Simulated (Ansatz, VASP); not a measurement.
**WC: VASP beside Ansatz**

INCAR

```
PREC     = Accurate       # precision mode
ENCUT    = 520            # plane-wave cutoff, eV
EDIFF    = 1E-6           # SCF threshold, eV
ISMEAR   = 0              # smearing method
SIGMA    = 0.15           # smearing width, eV
LREAL    = False          # projectors in reciprocal space
LASPH    = True           # aspherical terms in the spheres
NELM     = 80             # most SCF steps
ALGO     = Normal         # electronic algorithm
ISIF     = 2              # what is computed and relaxed
LWAVE    = False          # write WAVECAR
LCHARG   = False          # write CHGCAR
GGA      = PE             # functional
NBANDS   = 16             # bands
```

The input KPOINTS:

```
regular mesh
0
Gamma
  18 18 16
```

POSCAR

```
WC
1.0
    2.9440089575      0.0000000000      0.0000000000
   -1.4720044788      2.4742293084      0.0000000000
    0.0000000000      0.0000000000      2.8290000000
W C
1 1
Direct
    0.0000000000      0.0000000000      0.0000000000
    0.6666666667      0.3333333333      0.5000000000
```

Input for Ansatz:

```yaml
crystal:
  lattice:
    - [2.9440089575, 0.0, 0.0]
    - [-1.4720044788, 2.4742293084, 0.0]
    - [0.0, 0.0, 2.829]
  atoms:
    - { symbol: W, position: [0.0, 0.0, 0.0] }
    - { symbol: C, position: [0.6666666667, 0.3333333333, 0.5] }
basis:
  ecutwfc: 420
kpoints:
  mp_grid: { grid: [18, 18, 16] }
hamiltonian:
  xc: pbe
scf:
  occupations: { method: gaussian, width: 0.15 }
output:
  forces: true
  stress: true
  eigenvalues: true
```

Change from the starting cell: strain +0.0150 x Voigt [1, -1, 0, 0, 0, 0], atoms carried along.

Alike in both runs: task single point; functional PBE; k mesh 18 × 18 × 16; occupations gaussian, width 0.15 eV; no spin polarisation.

```csv
,VASP,Ansatz
version,VASP 6.6.1,Ansatz 0.2.0
potentials or method,"VASP PAW PBE potentials, release 64 (W_sv, C), cutoff 520 eV","scalar-relativistic, plane waves, PAW"
valence electrons in the cell,18,18
```

```csv
,VASP,Ansatz,Ansatz less VASP
gap on the k mesh at the Fermi level (eV),none,none,-
pressure (GPa),9.9,8.7,-1.16
"traceless stress, the component that is largest in VASP (GPa)",-7.81,-7.68,+0.134
rms of the force components (eV/Å),0.110,0.108,-0.0022
```

Atom by atom the forces differ by 0.002 eV/Å (rms over components). A gap of «none» marks a metal or a gap that the smearing closes. The functional is the same, so the differences come from potentials, cutoffs and numerics.

Neither program's run includes spin-orbit coupling.
